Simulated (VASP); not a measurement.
Here is a VASP 6.6.1 calculation.

Contents of INCAR:

```
SYSTEM = Mg
PREC = Accurate
ENCUT = 520
EDIFF = 1E-7
ISMEAR = 0
SIGMA = 0.1
LREAL = .False.
LASPH = .True.
NELM = 80
ALGO = Fast
ISIF = 2
LWAVE = .False.
LCHARG = .False.
GGA = PE
NBANDS = 10
```

Contents of KPOINTS:

```
Automatic mesh
0
Gamma
  6 6 6
  0 0 0
```

POSCAR

```
Mg
1.0
    5.1319493199      0.0000000000      0.0000000000
   -2.5659746600      4.4443984819      0.0000000000
    0.0000000000      0.0000000000      3.0536317198
Mg
3
Direct
    0.3333333333      0.6666666667      0.5000000000
    0.0000000000      0.0000000000      0.0000000000
    0.6666666667      0.3333333333      0.5000000000
```

Potentials or basis: VASP PAW PBE potentials, release 64 (Mg).

The run is started by

```console
$ cat potpaw_PBE.64/Mg/POTCAR > POTCAR
$ mpirun -np 1 vasp_std > vasp.out
```

**Question.** Predict the pressure.

**Answer.** 0.0 GPa.

**Question.** Predict the band gap on the k mesh.

**Answer.** Zero (bands 3 and 4 overlap by 4.60 eV).

Stress tensor (GPa, compression positive):
```
 0.01  0.00  0.00
 0.00  0.01  0.00
 0.00  0.00 -0.09
```
